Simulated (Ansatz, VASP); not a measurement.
CdTe: VASP beside Ansatz

```
Cd Te
1.0
     0.00000    3.18156    3.40542
     3.18156    0.00000    3.40542
     3.18156    3.18156    0.00000
Cd Te
1 1
Direct
  0.00000 0.00000 0.00000
  0.25000 0.25000 0.25000
```

Change from the starting cell: epitaxial_xy strain -3.0%.

Alike in both runs: task single point; functional HSE06; k mesh 4 × 4 × 4; no spin polarisation.

|  | VASP | Ansatz |
| --- | --- | --- |
| version | VASP 6.6.1 | Ansatz 0.2.0 |
| potentials or method | VASP PAW PBE potentials, release 64 (Cd, Te) | plane waves, PAW |
| plane-wave cutoff (eV) | 520 | 420 |
| occupations | gaussian, width 0.01 eV | fixed |
| valence electrons in the cell | 18 | 36 |

```tsv
	VASP	Ansatz	Ansatz less VASP
gap on the k mesh at the Fermi level (eV)	1.42	1.50	+0.086
pressure (GPa)	1.1	1.2	+0.03
traceless stress, the component that is largest in VASP (GPa)	-0.92	-0.92	+0.002
```

VASP's potentials hold 18 valence electrons a cell and Ansatz's 36, so a difference there can come from the potentials and not from the codes. Ansatz's warnings: stress exchange threshold loose, stress scf threshold loose.

Neither program's run includes spin-orbit coupling.
